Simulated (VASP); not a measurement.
# Ta: single point with r2SCAN

Ta:

```
Ta
1.0
     4.97532    0.00000    0.00000
    -2.48766    4.30876    0.00000
     0.00000    0.00000    2.78271
Ta
3
Direct
  0.00000 0.00000 0.00000
  0.33333 0.66667 0.50000
  0.66667 0.33333 0.50000
```

This isn't the form of Ta at room conditions, which is bcc.

```
Program             : VASP 6.6.1
Task                : single point
Functional          : r2SCAN
Potentials or basis : VASP PAW PBE potentials, release 64 (Ta_pv)
Cutoff              : 520 eV
k mesh              : 9 × 9 × 13
Occupations         : fermi-dirac, width 0.1 eV
Spin                : no spin polarisation
```

```yaml
Pressure: -12.4 GPa
Band_gap_on_the_k_mesh: zero (an odd number of electrons rules out a gap without spin polarisation)
```

Stress tensor (GPa, compression positive):
```
-11.84   0.00   0.00
  0.00 -11.84   0.00
  0.00   0.00 -13.60
```

Levels at points of the mesh, in eV from the Fermi level:
| k point | band 15 | band 16 | band 17 | band 18 | band 19 | band 20 |
| --- | --- | --- | --- | --- | --- | --- |
| (0.00, 0.00, 0.00) | -1.55 | -1.55 | -0.73 | 1.08 | 1.08 | 3.41 |

Run time: 4.3 min on 1 thread of AMD EPYC 9R45 96-Core Processor (Zen 5), on a shared host, peak memory 0.22 GiB.

Caveat: the cell stands under tension; the PAW data sets were made with another functional, which shifts forces and pressure a little; spin-orbit coupling is left out, which moves the levels of the heavy elements.
